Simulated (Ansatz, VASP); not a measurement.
BiH2: VASP beside Ansatz

```xyz
6
Lattice="5.1569 0.0000 0.0000 0.0000 5.1815 0.0000 0.0000 0.0000 3.5991" Properties=species:S:1:pos:R:3 pbc="T T T"
Bi    0.0000    0.0000    0.0000
Bi    2.5785    2.5907    1.7996
H     1.5175    1.5292    0.0000
H     3.6395    3.6523    0.0000
H     4.0960    1.0616    1.7996
H     1.0610    4.1199    1.7996
```

Alike in both runs: functional PBE; k mesh 8 × 8 × 10; occupations gaussian, width 0.1 eV; no spin polarisation.

Ansatz relaxed the structure, and its values are those at the end. VASP's run is a single point on that final structure, the one shown.

|  | VASP | Ansatz |
| --- | --- | --- |
| version | VASP 6.6.1 | Ansatz 0.2.0 |
| potentials or method | VASP PAW PBE potentials, release 64 (Bi_d, H), cutoff 520 eV | scalar-relativistic, plane waves, PAW |
| valence electrons in the cell | 34 | 34 |

Ansatz gave:

| Item | Value |
| --- | --- |
| gap on the k mesh at the Fermi level (eV) | none |
| pressure (GPa) | 0.0 |

Task: What did VASP give for the same quantities?

Result: gap on the k mesh at the Fermi level (eV): none; pressure (GPa): -0.1.

A gap of «none» marks a metal or a gap that the smearing closes.

Spin-orbit coupling is off throughout.
